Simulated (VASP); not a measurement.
Wanted: the native input for a VASP 6.6.1 run.

```yaml
Task: single point
Functional: r2SCAN
Potentials_or_basis: VASP PAW PBE potentials, release 64 (Mo_sv, Se)
Cutoff: 520 eV
k_mesh: 12 × 12 × 12
Occupations: gaussian, width 0.1 eV
Spin: collinear spin
Starting_moments: "[2.0, 0.0] μB"
Hubbard_terms: Mo d U = 4.38 eV
Dipole_correction: no
Further_INCAR_settings: ALGO = Normal; EDIFF = 1e-06; NBANDS = 21
```

Crystal: MoSe.

```
Mo Se
1.0
     3.73153    0.00000    0.00000
     0.00000    3.73153    0.00000
     0.00000    0.00000    3.73153
Mo Se
1 1
Direct
  0.00000 0.00000 0.00000
  0.50000 0.50000 0.50000
```

These files were run (other wordings do the same):

POSCAR

```
MoSe
1.0
    3.7315255802      0.0000000000      0.0000000000
    0.0000000000      3.7315255802      0.0000000000
    0.0000000000      0.0000000000      3.7315255802
Mo Se
1 1
Direct
    0.0000000000      0.0000000000      0.0000000000
    0.5000000000      0.5000000000      0.5000000000
```

INCAR.step1

```
  PREC = Accurate
  ENCUT = 520
  ISMEAR = 0
  SIGMA = 0.1
  LREAL = F
  LASPH = T
  NELM = 150
  ISPIN = 2
  MAGMOM = 2 0
  LMAXMIX = 4
  LDAU = T
  LDAUTYPE = 2
  LDAUL = 2 -1
  LDAUU = 4.38 0
  LDAUJ = 0 0
  NBANDS = 21
  GGA = PE
  ALGO = Normal
  EDIFF = 1E-4
  LWAVE = T
  LCHARG = F
```

INCAR.step2

```
  PREC = Accurate
  ENCUT = 520
  EDIFF = 1E-6
  ISMEAR = 0
  SIGMA = 0.1
  LREAL = F
  LASPH = T
  NELM = 150
  ALGO = Normal
  ISIF = 2
  LWAVE = F
  LCHARG = F
  ISPIN = 2
  MAGMOM = 2 0
  LORBIT = 11
  LMAXMIX = 4
  LDAU = T
  LDAUTYPE = 2
  LDAUL = 2 -1
  LDAUU = 4.38 0
  LDAUJ = 0 0
  LDAUPRINT = 1
  METAGGA = R2SCAN
  LMIXTAU = T
  NBANDS = 21
  ISTART = 1
```

KPOINTS

```
Automatic mesh
0
Gamma
  12 12 12
```

Potentials or basis: VASP PAW PBE potentials, release 64 (Mo_sv, Se).

Launch:

```bash
$ cat potpaw_PBE.64/Mo_sv/POTCAR potpaw_PBE.64/Se/POTCAR > POTCAR
$ cp INCAR.step1 INCAR
$ mpirun -np 1 vasp_std > vasp.out
$ cp INCAR.step2 INCAR
$ mpirun -np 1 vasp_std > vasp.out
```

It gave:

```json
{
 "Pressure": "-9.6 GPa",
 "Band gap on the k mesh": "zero (filled and empty bands overlap)",
 "Net moment": "4.00 μB per cell",
 "Site moments": "Mo +3.89; Se -0.36 μB",
 "Valence electrons inside the program's atomic spheres": "Mo 12.09; Se 3.76"
}
```

Caveat: the cell stands under tension; the PAW data sets were made with another functional, which shifts forces and pressure a little.

It took 11 min on 1 thread of Oxide Virtual Turin-like Processor (shared host), peak memory 0.25 GiB.
